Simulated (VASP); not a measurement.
A run of VASP 6.6.1 is set up as follows.

INCAR

```
SYSTEM = Mo16F
  PREC = Accurate
  ENCUT = 520
  EDIFF = 1E-7
  ISMEAR = -1
  SIGMA = 0.1
  LREAL = Auto
  LASPH = .TRUE.
  NELM = 80
  ALGO = Normal
  ISIF = 2
  LWAVE = .FALSE.
  LCHARG = .TRUE.
  GGA = PE
  IVDW = 12
  LELF = .TRUE.
  LVHAR = .TRUE.
  NBANDS = 130
```

KPOINTS

```
regular mesh
0
G
  3 3 3
  0 0 0
```

File POSCAR:

```
Mo16F
1.0
    6.3000000000      0.0000000000      0.0000000000
    0.0000000000      6.3000000000      0.0000000000
    0.0000000000      0.0000000000      6.3000000000
Mo F
16 1
Direct
    0.0044939701      0.0045568851      0.0003571757
    0.4956362330      0.0045553632      0.0003571343
    0.0014550784      0.4972882548      0.0003661667
    0.0021538006      0.0013463666      0.5003602593
    0.2500643080      0.2460006388      0.2459442928
    0.4986745483      0.4972880541      0.0003652824
    0.4979769851      0.0013425715      0.5003588654
    0.7500631959      0.2492146255      0.2482729012
    0.0302170144      0.4749895133      0.5003840417
    0.2500645079      0.7532637493      0.2489829335
    0.2500645313      0.2459901997      0.7547927493
    0.4699034539      0.4749850045      0.5003856291
    0.7500674332      0.7756104827      0.2201698938
    0.7500645160      0.2492070100      0.7524666788
    0.2500652152      0.7532677684      0.7517550108
    0.7500653281      0.7755206238      0.7804803586
    0.7500574707      0.6252840187      0.5002927967
```

Potentials or basis: VASP PAW PBE potentials, release 64 (Mo_sv, F).

Launch:

```bash
$ cat potpaw_PBE.64/Mo_sv/POTCAR potpaw_PBE.64/F/POTCAR > POTCAR
$ mpirun -np 1 vasp_std > vasp.out
```

(1) Predict the dispersion energy per atom.

(2) Predict the pressure.

(3) What does it give for the band gap on the k mesh?

(4) What does it give for the largest force?

## Answers

(1) -0.689 eV.

(2) 8.3 GPa.

(3) zero (an odd number of electrons rules out a gap without spin polarisation).

(4) 0.036 eV/Å.
